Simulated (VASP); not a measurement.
**Co: single point with PBEsol**

Co:

```
Co
1.0
     2.53740    0.00000    0.00000
    -1.26870    2.19745    0.00000
     0.00000    0.00000    3.76900
Co
2
Cartesian
  0.0000 1.4650 0.9423
  1.2687 0.7325 2.8268
```

```yaml
Program: VASP 6.6.1
Task: single point
Functional: PBEsol
Potentials_or_basis: VASP PAW PBE potentials, release 64 (Co)
Cutoff: 520 eV
k_mesh: 21 × 21 × 12
Occupations: gaussian, width 0.15 eV
Spin: collinear spin, ferromagnetic start
Starting_moments: "[1.79, 1.79] μB"
```

```
Pressure                                              : -2.3 GPa
Net moment                                            : 3.11 μB per cell
Site moments                                          : Co +1.56 μB
Valence electrons inside the program's atomic spheres : Co 8.35
```

Stress tensor (GPa, compression positive):
```
-10.51   0.00   0.00
  0.00 -10.51   0.00
  0.00   0.00  14.24
```

Levels at points of the mesh, in eV from the Fermi level:
Spin up:
| k point | band 8 | band 9 | band 10 | band 11 | band 12 | band 13 | band 14 | band 15 |
| --- | --- | --- | --- | --- | --- | --- | --- | --- |
| (0.00, 0.00, 0.00) | -2.16 | -2.16 | -0.63 | -0.63 | 0.93 | 7.97 | 21.11 | 23.25 |
| (0.00, 0.00, 0.50) | -2.64 | -0.95 | -0.95 | -0.95 | -0.95 | 17.65 | 17.65 | 22.00 |
Spin down:
```
           k point  band 4  band 5  band 6  band 7  band 8  band 9  band 10  band 11
(0.00, 0.00, 0.00)   -1.05   -0.55   -0.55   -0.54   -0.54   -0.50     0.96     1.10
(0.00, 0.00, 0.50)   -1.27   -1.27   -1.27   -1.23   -1.23    0.79     0.79     0.79
```

Run time: 3.8 min on 1 thread of Oxide Virtual Turin-like Processor, with other jobs on the host, peak memory 0.26 GiB.

Caveat: the stress differs along the axes, from -11 to 14 GPa; the PAW data sets were made with another functional, which shifts forces and pressure a little.
